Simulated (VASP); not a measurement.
Here is a VASP 6.6.1 calculation.

The input POSCAR:

```
TiSi2
1.0
   -1.4672579291      1.7044225932      4.1769207846
    1.4672579291     -1.7044225932      4.1769207846
    1.4672579291      1.7044225932     -4.1769207846
Ti Si
1 2
Direct
    0.0000000000      0.0000000000      0.0000000000
    0.6706736496      0.6706736496      0.0000000000
    0.3293263504      0.3293263504      0.0000000000
```

INCAR.step1

```
SYSTEM = TiSi2
PREC = Accurate ; ENCUT = 520
ISMEAR = -1 ; SIGMA = 0.05
LREAL = .False. ; LASPH = .True.
NELM = 80 ; NBANDS = 17
GGA = PE ; ALGO = Normal
EDIFF = 1E-4 ; LWAVE = .True.
LCHARG = .False.
```

File INCAR.step2:

```
SYSTEM = TiSi2
PREC = Accurate ; ENCUT = 520
EDIFF = 1E-6 ; ISMEAR = -1
SIGMA = 0.05 ; LREAL = .False.
LASPH = .True. ; NELM = 80
ALGO = Normal ; ISIF = 2
LWAVE = .False. ; LCHARG = .False.
METAGGA = R2SCAN ; LMIXTAU = .True.
NBANDS = 17 ; ISTART = 1
```

Contents of KPOINTS:

```
Automatic mesh
0
Gamma
  12 12 12
  0 0 0
```

Potentials or basis: VASP PAW PBE potentials, release 64 (Ti_sv, Si).

Run with:

```bash
$ cat potpaw_PBE.64/Ti_sv/POTCAR potpaw_PBE.64/Si/POTCAR > POTCAR
$ cp INCAR.step1 INCAR
$ mpirun -np 1 vasp_std > vasp.out
$ cp INCAR.step2 INCAR
$ mpirun -np 1 vasp_std > vasp.out
```

(1) Estimate the pressure.

(2) Estimate the largest force.

Answers

(1) 0.3 GPa.

(2) 0.011 eV/Å.

Caveat: the PAW data sets were made with another functional, which shifts forces and pressure a little.
